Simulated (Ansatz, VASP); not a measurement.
**AlGa3N4 in VASP and in Ansatz**

```
Al Ga N
1.0
     4.45629    0.00000    0.00000
     0.00000    4.45629    0.00000
     0.00000    0.00000    4.45629
Al Ga N
1 3 4
Direct
  0.00000 0.00000 0.00000
  0.50000 0.50000 0.00000
  0.50000 0.00000 0.50000
  0.00000 0.50000 0.50000
  0.75480 0.75480 0.24520
  0.75480 0.24520 0.75480
  0.24520 0.75480 0.75480
  0.24520 0.24520 0.24520
```

Alike in both runs: functional LDA; k mesh 6 × 6 × 6; no spin polarisation.

Ansatz relaxed the structure, and its values are those at the end. VASP's run is a single point on that final structure, the one shown.

|  | VASP | Ansatz |
| --- | --- | --- |
| version | VASP 6.6.1 | Ansatz 0.2.0 |
| potentials or method | VASP PAW LDA potentials, release 64 (Al, Ga_d, N_h), cutoff 910 eV | scalar-relativistic, plane waves, PAW |
| occupations | gaussian, width 0.01 eV | fixed |
| valence electrons in the cell | 62 | 62 |

Ansatz gave:

* gap on the k mesh at the Fermi level (eV): 2.42
* least direct gap on the mesh (eV): 2.42
* rms of the force components (eV/Å): 0.000

Problem. Estimate VASP's values.

Solution. gap on the k mesh at the Fermi level (eV): 2.43; least direct gap on the mesh (eV): 2.43; rms of the force components (eV/Å): 0.011.

LDA's correlation is that of Perdew and Zunger in VASP and of Perdew and Wang (1992) in Ansatz. Ansatz's warnings: stress scf threshold loose.

Noted on VASP's run: the cutoff is short for stress, so the pressure is rough.
